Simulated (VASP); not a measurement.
Set up this calculation in VASP 6.6.1, as the native input.

```yaml
Task: single point
Functional: LDA
Potentials_or_basis: VASP PAW LDA potentials, release 64 (La, O)
Cutoff: 520 eV
k_mesh: 2 × 2 × 4
Occupations: gaussian, width 0.01 eV
Spin: no spin polarisation
Dipole_correction: no
Further_INCAR_settings: ALGO = Normal; EDIFF = 1e-07; NBANDS = 28
```

The structure of La2O3 lies in POSCAR:

```
La2O3
1.0
    6.2667802800      0.0000000000      0.0000000000
   -3.1333901400      5.4271909224      0.0000000000
    0.0000000000      0.0000000000      3.2997660000
La O
2 3
Direct
    0.3333333333      0.6666666667      0.5000000000
    0.6666666667      0.3333333333      0.5000000000
    0.4919860100      0.4919860100      0.0000000000
    0.0000000000      0.5080139900      0.0000000000
    0.5080139900      0.0000000000      0.0000000000
```

One way to write it, as run:

INCAR

```
ALGO = Normal ; EDIFF = 1E-7
ENCUT = 520 ; ISIF = 2
ISMEAR = 0 ; LASPH = T
LCHARG = F ; LREAL = F
LWAVE = F ; NBANDS = 28
NELM = 60 ; PREC = Accurate
SIGMA = 0.01
```

KPOINTS

```
k-points
0
Gamma
  2 2 4
```

Potentials or basis: VASP PAW LDA potentials, release 64 (La, O).

Launch:

```bash
$ cat potpaw_LDA.64/La/POTCAR potpaw_LDA.64/O/POTCAR > POTCAR
$ mpirun -np 1 vasp_std > vasp.out
```

It gave:

```json
{
 "Pressure": "-3.2 GPa",
 "Largest force": "0.072 eV/Å",
 "Band gap on the k mesh": "1.38 eV, indirect (least direct gap 1.90 eV)"
}
```

Caveat: the k points lie up to 0.58 Å⁻¹ apart; spin-orbit coupling is left out, which moves the levels of the heavy elements.

Wall time 21 s on 1 thread of AMD EPYC 9R14 (Zen 4), with other jobs on the host, peak memory 0.17 GiB.
